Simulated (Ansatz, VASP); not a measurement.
# Ga2As5 in VASP and in Ansatz

```
Ga As
1.0
    -3.19868    3.19868    4.87735
     3.19868   -3.19868    4.87735
     3.19868    3.19868   -4.87735
Ga As
2 5
Direct
  0.22104 0.22104 0.00000
  0.77896 0.77896 0.00000
  0.20251 0.20251 0.40503
  0.79749 0.79749 0.59497
  0.20251 0.79749 0.00000
  0.79749 0.20251 0.00000
  0.50000 0.50000 0.00000
```

Alike in both runs: functional PBE; k mesh 4 × 4 × 4; occupations gaussian, width 0.2 eV; no spin polarisation.

Ansatz relaxed the structure, and its values are those at the end. VASP's run is a single point on that final structure, the one shown.

|  | VASP | Ansatz |
| --- | --- | --- |
| version | VASP 6.6.1 | Ansatz 0.2.0 |
| potentials or method | VASP PAW PBE potentials, release 64 (Ga_d, As), cutoff 500 eV | scalar-relativistic, plane waves, PAW |
| valence electrons in the cell | 51 | 101 |

```csv
,VASP,Ansatz,Ansatz less VASP
gap on the k mesh at the Fermi level (eV),none,none,-
pressure (GPa),0.4,0.3,-0.11
rms of the force components (eV/Å),0.030,0.024,-0.0053
```

A gap of «none» marks a metal or a gap that the smearing closes. With one functional, cell and mesh, what is left measures potentials, basis and numerics. VASP's potentials hold 51 valence electrons a cell and Ansatz's 101, so a difference there can come from the potentials and not from the codes.
